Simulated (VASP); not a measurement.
# Ga (I4/mmm) in VASP: further runs

Ga is run at these levels: PBE; tasks: electric field gradients.

All numbers are computed with VASP 6.6.1; they aren't measurements. Logs are shortened: lines on timing, memory, paths and dates and some standing lists are left out, and cuts for length are marked.

## Step 1: The cell of the first run

It takes space group I4/mmm (No. 139, tetragonal). The conventional cell has a = 2.780 Å, b = 2.780 Å, c = 4.547 Å, α = 90.00°, β = 90.00°, γ = 90.00°. Within 3.7 Å of Ga (site symmetry 4/mmm) lie 12 Ga at 2.78 to 3.01 Å.

## Step 2: Electric field gradients, PBE (z stretched by +2 % at fixed volume)

The input, INCAR:

```
  ALGO = Normal
  EDIFF = 1E-8
  ENCUT = 520
  GGA = PE
  ISIF = 2
  ISMEAR = -1
  ISYM = 0
  LASPH = T
  LCHARG = F
  LEFG = T
  LREAL = F
  LWAVE = F
  NBANDS = 12
  NELM = 100
  PREC = Accurate
  SIGMA = 0.05
```

The input, KPOINTS:

```
k-points
0
Gamma
  14 14 16
```

The input, POSCAR:

```
Ga
1.0
   -1.3901671504      1.3901671504      2.2735800000
    1.3901671504     -1.3901671504      2.2735800000
    1.3901671504      1.3901671504     -2.2735800000
Ga
1
Direct
    0.0000000000      0.0000000000      0.0000000000
```

Potentials or basis: VASP PAW PBE potentials, release 64 (Ga_d).

Command:

```sh
$ cat potpaw_PBE.64/Ga_d/POTCAR > POTCAR
$ mpirun -np 1 vasp_std > vasp.out
```

OUTCAR:

```text
EDIFF = 1E-8
   ENCUT = 520
   GGA = PE
   ISIF = 2
   ISMEAR = -1
   ISYM = 0
   LASPH = T
   LREAL = F
   NELM = 100
   PREC = Accurate

 ion  position               nearest neighbor table
   1  0.000  0.000  0.000-

IMPORTANT INFORMATION: All symmetrisations will be switched off!
NOSYMM: (Re-)initialisation of all symmetry stuff for point group C_1.

----------------------------------------------------------------------------------------

                                     Primitive cell

  volume of cell :      17.5754

  direct lattice vectors                    reciprocal lattice vectors
    -1.390167150  1.390167150  2.273580000     0.000000000  0.359668979  0.219917487
     1.390167150 -1.390167150  2.273580000     0.359668979  0.000000000  0.219917487
     1.390167150  1.390167150 -2.273580000     0.359668979  0.359668979  0.000000000

  length of vectors
     3.005710470  3.005710470  3.005710470     0.421574994  0.421574994  0.508648748

  position of ions in fractional coordinates (direct lattice)
     0.000000000  0.000000000  0.000000000

  ion indices of the primitive-cell ions
   primitive index   ion index
                 1           1

----------------------------------------------------------------------------------------

 KPOINTS: k-points

Automatic generation of k-mesh.
 Grid dimensions read from file:
 generate k-points for:   14   14   16

 Generating k-lattice:

  Cartesian coordinates                     Fractional coordinates (reciprocal lattice)
     0.000000000  0.025690641  0.015708392     0.071428571 -0.000000000  0.000000000
     0.025690641  0.000000000  0.015708392    -0.000000000  0.071428571  0.000000000
     0.022479311  0.022479311  0.000000000     0.000000000  0.000000000  0.062500000

  Length of vectors
     0.030112500  0.030112500  0.031790547

  Shift w.r.t. Gamma in fractional coordinates (k-lattice)
     0.000000000  0.000000000  0.000000000

 -----------------------------------------------------------------------------
|                                                                             |
|           W    W    AA    RRRRR   N    N  II  N    N   GGGG   !!!           |
|           W    W   A  A   R    R  NN   N  II  NN   N  G    G  !!!           |
|           W    W  A    A  R    R  N N  N  II  N N  N  G       !!!           |
|           W WW W  AAAAAA  RRRRR   N  N N  II  N  N N  G  GGG   !            |
|           WW  WW  A    A  R   R   N   NN  II  N   NN  G    G                |
|           W    W  A    A  R    R  N    N  II  N    N   GGGG   !!!           |
|                                                                             |
|     Your reciprocal lattice and k-lattice belong to different lattice       |
|     classes:                                                                |
|                                                                             |
|        The reciprocal lattice is body-centered tetragonal,                  |
|        whereas your k-lattice is base-centered monoclinic.                  |
|                                                                             |
|     Results are often still useful ...                                      |
|                                                                             |
 -----------------------------------------------------------------------------

 WARNING: IBZKPT: internal override: KBLOWUP is changed to .FALSE.
      ... skipping the blow-up phase ...

 Subroutine IBZKPT returns following result:
 ===========================================

 Found   1572 irreducible k-points:

 Following reciprocal coordinates:
            Coordinates               Weight
  0.000000  0.000000  0.000000      1.000000
  0.071429  0.000000  0.000000      2.000000
  0.142857 -0.000000  0.000000      2.000000
  0.214286  0.000000 -0.000000      2.000000
  0.285714  0.000000  0.000000      2.000000
  0.357143 -0.000000  0.000000      2.000000
[... 16 lines left out ...]
 -0.000000  0.142857  0.000000      2.000000
  0.071429  0.142857  0.000000      2.000000
 [... further k-points ...]
   k-points           NKPTS =   1572   k-points in BZ     NKDIM =   1572   number of bands    NBANDS=     12
   number of dos      NEDOS =    301   number of ions     NIONS =      1
   total plane-waves  NPLWV =  13824
   dimension x,y,z NGX =    24 NGY =   24 NGZ =   24
   dimension x,y,z NGXF=    48 NGYF=   48 NGZF=   48
   ions per type =               1
   NGX,Y,Z   is equivalent  to a cutoff of  13.27, 13.27, 13.27 a.u.
   NGXF,Y,Z  is equivalent  to a cutoff of  26.55, 26.55, 26.55 a.u.
 SYSTEM =  unknown system
   PREC   = accura    normal or accurate (medium, high low for compatibility)
   ISTART =      0    job   : 0-new  1-cont  2-samecut
   ICHARG =      2    charge: 1-file 2-atom 10-const
   ISPIN  =      1    spin polarized calculation?
   LNONCOLLINEAR =      F non collinear calculations
   LSORBIT =      F    spin-orbit coupling
   LASPH  =      T    aspherical Exc in radial PAW
   ENCUT  =  520.0 eV  38.22 Ry    6.18 a.u.   5.59  5.59  5.59*2*pi/ulx,y,z
   NELM   =    100;   NELMIN=  2; NELMDL= -5     # of ELM steps
   EDIFF  = 0.1E-07   stopping-criterion for ELM
   LREAL  =      F    real-space projection
   EDIFFG = 0.1E-06   stopping-criterion for IOM
   NSW    =      0    number of steps for IOM
   IBRION =     -1    ionic relax: 0-MD 1-quasi-New 2-CG
   NFREE  =      0    steps in history (QN), initial steepest desc. (CG)
   ISIF   =      2    stress and relaxation
   ISYM   =      0    0-nonsym 1-usesym 2-fastsym
   POTIM  = 0.5000    time-step for ionic-motion
   TEBEG  =    0.0;   TEEND  =   0.0 temperature during run
   PSTRESS=    0.0 pullay stress
   NELECT =      13.0000    total number of electrons
   NUPDOWN=      -1.0000    fix difference up-down
   EMIN   =  10.00;   EMAX   =-10.00  energy-range for DOS
   EFERMI =   0.00;   METHOD = LEGACY
   ISMEAR =    -1;   SIGMA  =   0.05  broadening in eV -4-tet -1-fermi 0-gaus
   EFERMI_NEDOS =   21; number of points for ismear=-14 and -15
   IALGO  =     38    algorithm
   IMIX   =      4    mixing-type and parameters
     AMIX     =   0.40;   BMIX     =  1.00
     AMIX_MAG =   1.60;   BMIX_MAG =  1.00
  volume/ion in A,a.u.               =      17.58       118.60
  Fermi-wavevector in a.u.,A,eV,Ry     =   1.480544  2.797822 29.824096  2.192009
  Thomas-Fermi vector in A             =   2.594565
   LORBIT       =      0    0 simple, 1 ext, 2 COOP (PROOUT), +10 PAW based schemes
   GGA     = PE    functional components
   LHFCALC =     F    Hartree Fock is set to
   AEXX    =    0.0000 exact exchange contribution
   IVDW    =     0    specifies the selected vdW correction
   LEPSILON=     F    determine dielectric tensor
   LRPA    =     F    only Hartree local field effects (RPA)
 non-spin polarized calculation
  energy-cutoff  :      520.00
  volume of cell :       17.58
 maximum number of plane-waves:       492
   NGX = 11   NGY = 11   NGZ = 11

 number of electron      12.9999997 magnetization

 Free energy of the ion-electron system (eV)
  ---------------------------------------------------
  ext. energy  EPLUGINS =         0.00000000
  ---------------------------------------------------
  free energy    TOTEN  =        -2.87007224 eV

  energy without entropy =       -2.86678254  energy(sigma->0) =       -2.86842739

 E-fermi :   6.2343     XC(G=0): -11.3758

 val. band max:        6.2327353906   @ k =   0.2143   0.3571   0.1875
 cond. band min:       6.2392550551   @ k =   0.3571  -0.1429   0.0625
 fundamental gap:      0.0065196646
 Fermi energy:         6.2342736151

 k-point     1 :       0.0000    0.0000    0.0000
  band No.  band energies     occupation
      1      -8.8602      2.00000
      2      -8.7013      2.00000
      3      -8.6900      2.00000
      4      -8.6894      2.00000
      5      -8.5245      2.00000
      6      -5.3681      2.00000
      7      19.1856      0.00000
      8      19.2987      0.00000
      9      19.2990      0.00000
     10      22.6856      0.00000
     11      22.7672      0.00000
     12      23.5023      0.00000
[... 331 lines left out ...]
 k-point    24 :       0.0714    0.1429    0.0000
  band No.  band energies     occupation
      1      -8.8280      2.00000
      2      -8.7183      2.00000
      3      -8.6776      2.00000
      4      -8.6508      2.00000
      5      -8.5408      2.00000
      6      -4.5131      2.00000
      7      13.8971      0.00000
      8      16.2677      0.00000
      9      17.9940      0.00000
     10      21.1607      0.00000
     11      22.1544      0.00000
     12      24.4432      0.00000

 [... further k-points ...]

------------------------ aborting loop because EDIFF is reached ----------------------------------------

  FORCE on cell =-STRESS in cart. coord.  units (eV):
  Direction    XX          YY          ZZ          XY          YZ          ZX
  --------------------------------------------------------------------------------------
  -------------------------------------------------------------------------------------
  Total        0.5201805      0.5201805      0.4284624      0.0251480      0.0009193      0.0009193
  in kB       47.4198711     47.4198718     39.0588129      2.2924998      0.0838055      0.0838074
  external PRESSURE =      44.6328519 kB  Pullay stress =       0.0000000 kB

 VOLUME and BASIS-vectors are now :
 -----------------------------------------------------------------------------
  energy-cutoff  :      520.00
  volume of cell :       17.58
      direct lattice vectors                 reciprocal lattice vectors
    -1.390167150  1.390167150  2.273580000     0.000000000  0.359668979  0.219917487
     1.390167150 -1.390167150  2.273580000     0.359668979  0.000000000  0.219917487
     1.390167150  1.390167150 -2.273580000     0.359668979  0.359668979  0.000000000

 POSITION                                       TOTAL-FORCE (eV/Angst)
 -----------------------------------------------------------------------------------
      0.00000      0.00000      0.00000        -0.000000      0.000000     -0.000000
 -----------------------------------------------------------------------------------
    total drift:                               -0.000000      0.000000     -0.000000

  FREE ENERGIE OF THE ION-ELECTRON SYSTEM (eV)
  ---------------------------------------------------
  free  energy   TOTEN  =        -2.8700722406 eV

  energy  without entropy=       -2.8667825413  energy(sigma->0) =       -2.86842739

 Electric field gradients (V/A^2)
---------------------------------------------------------------------
 ion       V_xx      V_yy      V_zz      V_xy      V_xz      V_yz
---------------------------------------------------------------------
   1     -12.321   -12.321    24.642    -0.009     0.061     0.061
---------------------------------------------------------------------

 Electric field gradients after diagonalization (V/A^2)
 (convention: |V_zz| > |V_xx| > |V_yy|)
----------------------------------------------------------------------
 ion       V_xx      V_yy      V_zz     asymmetry (V_yy - V_xx)/ V_zz
----------------------------------------------------------------------
   1     -12.331   -12.312    24.642       0.001
----------------------------------------------------------------------

           NMR quadrupolar parameters

 Cq : quadrupolar parameter    Cq=e*Q*V_zz/h
 eta: asymmetry parameters     (V_yy - V_xx)/ V_zz
 Q  : nuclear electric quadrupole moment in mb (millibarn)
----------------------------------------------------------------------
 ion       Cq(MHz)       eta       Q (mb)
----------------------------------------------------------------------
   1       0.060       0.001       1.000
----------------------------------------------------------------------
```

Wall time 2.6 min (1 thread of AMD EPYC 9R45 (Zen 5), shared host); peak memory 0.38 GiB.

What came out:

```
Free energy : -2.8701 eV
Pressure    : 4.5 GPa
```

Electric field gradients, principal values (V/Å²):
| atom | least | middle | greatest (by size) |
| --- | --- | --- | --- |
| 1 Ga | -12.312 | -12.331 | 24.642 |

Caveat: without QUAD_EFG the Cq values of the log hold for a quadrupole moment of 1 mb, not for the nuclei.

## Step 3: Electric field gradients, PBE (z stretched by +2 % at fixed volume)

The input, INCAR:

```
SYSTEM = Ga
ALGO     = Normal         ! electronic algorithm
EDIFF    = 1E-8           ! SCF threshold, eV
ENCUT    = 520            ! plane-wave cutoff, eV
GGA      = PE             ! functional
ISIF     = 2              ! what is computed and relaxed
ISMEAR   = -1             ! smearing method
ISYM     = 0            
LASPH    = .True.         ! aspherical terms in the spheres
LCHARG   = .False.        ! write CHGCAR
LEFG     = .True.       
LREAL    = .False.        ! projectors in reciprocal space
LWAVE    = .False.        ! write WAVECAR
NBANDS   = 12             ! bands
NELM     = 100            ! most SCF steps
PREC     = Accurate       ! precision mode
SIGMA    = 0.05           ! smearing width, eV
```

The input, KPOINTS:

```
k-points
0
Gamma
  14 14 16
  0 0 0
```

POSCAR is that of step 2.

Potentials or basis: VASP PAW PBE potentials, release 64 (Ga_d).

Command:

```sh
$ cat potpaw_PBE.64/Ga_d/POTCAR > POTCAR
$ mpirun -np 1 vasp_std > vasp.out
```

OUTCAR:

```text
SYSTEM = Ga
   EDIFF = 1E-8
   ENCUT = 520
   GGA = PE
   ISIF = 2
   ISMEAR = -1
   ISYM = 0
   LASPH = .True.
   LREAL = .False.
   NELM = 100
   PREC = Accurate

 ion  position               nearest neighbor table
   1  0.000  0.000  0.000-

IMPORTANT INFORMATION: All symmetrisations will be switched off!
NOSYMM: (Re-)initialisation of all symmetry stuff for point group C_1.

----------------------------------------------------------------------------------------
[... 552 lines left out ...]
    total drift:                               -0.000000      0.000000     -0.000000

  FREE ENERGIE OF THE ION-ELECTRON SYSTEM (eV)
  ---------------------------------------------------
  free  energy   TOTEN  =        -2.8700722406 eV

  energy  without entropy=       -2.8667825413  energy(sigma->0) =       -2.86842739

 Electric field gradients (V/A^2)
---------------------------------------------------------------------
 ion       V_xx      V_yy      V_zz      V_xy      V_xz      V_yz
---------------------------------------------------------------------
   1     -12.321   -12.321    24.642    -0.009     0.061     0.061
---------------------------------------------------------------------

 Electric field gradients after diagonalization (V/A^2)
 (convention: |V_zz| > |V_xx| > |V_yy|)
----------------------------------------------------------------------
 ion       V_xx      V_yy      V_zz     asymmetry (V_yy - V_xx)/ V_zz
----------------------------------------------------------------------
   1     -12.331   -12.312    24.642       0.001
----------------------------------------------------------------------

           NMR quadrupolar parameters

 Cq : quadrupolar parameter    Cq=e*Q*V_zz/h
 eta: asymmetry parameters     (V_yy - V_xx)/ V_zz
 Q  : nuclear electric quadrupole moment in mb (millibarn)
----------------------------------------------------------------------
 ion       Cq(MHz)       eta       Q (mb)
----------------------------------------------------------------------
   1       0.060       0.001       1.000
----------------------------------------------------------------------
```

stdout:

```text
POSCAR found type information on POSCAR Ga
 POSCAR found :  1 types and       1 ions
 scaLAPACK will be used
 LDA part: xc-table for (Slater+PW92), standard interpolation
 -----------------------------------------------------------------------------
|                                                                             |
|           W    W    AA    RRRRR   N    N  II  N    N   GGGG   !!!           |
[... 17 lines left out ...]
 FFT: planning ... GRIDC
 FFT: planning ... GRID_SOFT
 FFT: planning ... GRID
 WAVECAR not read
 entering main loop
ion   1

     0.0000481     0.0060497    -0.0565514   -19.8543491    -0.0565516     0.0000003
     0.0000628     0.0060522    -0.0565507   -19.8540057    -0.0565510     0.0000003
     0.0000820     0.0060561    -0.0565498   -19.8534861    -0.0565500     0.0000003
     0.0001070     0.0060621    -0.0565483   -19.8527041    -0.0565486     0.0000003
```

Run time: 2.5 min. Hardware: 1 thread of AMD EPYC 9R45 (Zen 5), shared host; peak memory 0.38 GiB.

What came out:

| Item | Value |
| --- | --- |
| Free energy | -2.8701 eV |
| Pressure | 4.5 GPa |

Stress tensor (GPa, compression positive):
```
4.74 0.23 0.01
0.23 4.74 0.01
0.01 0.01 3.91
```

Levels at points of the mesh, in eV from the Fermi level:
```csv
k point,band 4,band 5,band 6,band 7,band 8,band 9
"(0.00, 0.00, 0.00)",-14.92,-14.76,-11.60,12.95,13.06,13.06
"(0.50, 0.00, 0.00)",-14.74,-14.69,-4.94,-4.28,8.29,12.31
"(0.00, 0.50, 0.00)",-14.74,-14.69,-4.94,-4.28,8.29,12.31
"(0.50, 0.50, 0.00)",-14.74,-14.61,-2.12,-1.09,3.93,5.09
"(0.00, 0.00, 0.50)",-14.74,-14.61,-2.12,-1.09,3.93,5.09
"(0.50, 0.00, 0.50)",-14.74,-14.69,-4.94,-4.28,8.29,12.31
"(0.00, 0.50, 0.50)",-14.74,-14.69,-4.94,-4.28,8.29,12.31
"(0.50, 0.50, 0.50)",-14.70,-14.70,-4.23,-3.87,6.95,6.95
```

Electric field gradients, principal values (V/Å²):
```
atom    least   middle  greatest (by size)
1 Ga  -12.312  -12.331              24.642
```

Caveat: without QUAD_EFG the Cq values of the log hold for a quadrupole moment of 1 mb, not for the nuclei.

(Part 1 of 2 ends here.)
